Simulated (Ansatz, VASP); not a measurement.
## Two plane-wave programs on Ca

```
Ca
1.0
     0.00000    4.18406    4.18406
     4.18406    0.00000    4.18406
     4.18406    4.18406    0.00000
Ca
1
Direct
  0.75000 0.75000 0.75000
```

Alike in both runs: task single point; functional PBE; k mesh 6 × 6 × 6; occupations gaussian, width 0.1 eV; no spin polarisation.

|  | VASP | Ansatz |
| --- | --- | --- |
| version | VASP 6.6.1 | Ansatz 0.2.0 |
| potentials or method | VASP PAW PBE potentials, release 64 (Ca_sv), cutoff 520 eV | scalar-relativistic, plane waves, PAW |
| valence electrons in the cell | 10 | 10 |

|  | VASP | Ansatz | Ansatz less VASP |
| --- | --- | --- | --- |
| gap on the k mesh at the Fermi level (eV) | 0.31 | 0.31 | +0.001 |

With one functional, cell and mesh, what is left measures potentials, basis and numerics.
